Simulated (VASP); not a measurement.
BN, 4 atoms in the cell. Symmetry: P6_3/mmc, No. 194, hexagonal system. Conventional cell: a = 2.462 Å, b = 2.462 Å, c = 8.443 Å, α = 90.00°, β = 90.00°, γ = 120.00°. B (site symmetry -6m2) has 3 N at 1.42 Å within 1.9 Å. N (site symmetry -6m2) has 3 B at 1.42 Å within 1.9 Å.  This cell differs from its parent crystal: biaxial strain in the a-b plane: -2.0 %.

* Program: VASP 6.6.1
* Task: single point
* Functional: PBE
* Potentials or basis: VASP PAW PBE potentials, release 64 (B, N)
* Cutoff: 520 eV
* k mesh: 12 × 12 × 4
* Occupations: gaussian, width 0.02 eV
* Spin: no spin polarisation
* Dipole correction: no
* Further INCAR settings: ALGO = Normal; EDIFF = 1e-07; NBANDS = 16

Potentials or basis: VASP PAW PBE potentials, release 64 (B, N).

Run with:

```bash
$ cat potpaw_PBE.64/B/POTCAR potpaw_PBE.64/N/POTCAR > POTCAR
$ mpirun -np 1 vasp_std > vasp.out
```

Hardware: 1 thread of Intel(R) Xeon(R) Platinum 8559C (Emerald Rapids), with other jobs on the host.

How long does it take, and how much memory?

Wall time 21 s on 1 thread of Intel(R) Xeon(R) Platinum 8559C (Emerald Rapids), on a shared host, peak memory 0.17 GiB. Counts: scf iterations 15, k points 57.
